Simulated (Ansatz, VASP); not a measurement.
# SiO2: VASP beside Ansatz

```
CELL_PARAMETERS angstrom
-2.51337 2.51337 3.68939
2.51337 -2.51337 3.68939
2.51337 2.51337 -3.68939
ATOMIC_POSITIONS crystal
Si 0.00000 0.00000 0.00000
Si 0.75000 0.25000 0.50000
O 0.02669 0.62500 0.90169
O 0.37500 0.27669 0.40169
O 0.72331 0.12500 0.09831
O 0.87500 0.97331 0.59831
```

Change from the starting cell: mode 6 (300.7 1/cm) frozen in, largest displacement -0.300 Å.

Alike in both runs: task single point; functional PBE; k mesh 6 × 6 × 6; occupations gaussian, width 0.05 eV; no spin polarisation.

|  | VASP | Ansatz |
| --- | --- | --- |
| version | VASP 6.6.1 | Ansatz 0.2.0 |
| potentials or method | VASP PAW PBE potentials, release 64 (Si, O), cutoff 520 eV | scalar-relativistic, plane waves, PAW |
| valence electrons in the cell | 32 | 32 |

```tsv
	VASP	Ansatz	Ansatz less VASP
gap on the k mesh at the Fermi level (eV)	4.71	4.73	+0.016
least direct gap on the mesh (eV)	4.83	4.85	+0.022
pressure (GPa)	-19.4	-19.5	-0.07
traceless stress, the component that is largest in VASP (GPa)	3.75	3.76	+0.006
rms of the force components (eV/Å)	1.065	1.068	+0.0030
```

Atom by atom the forces differ by 0.003 eV/Å (rms over components).
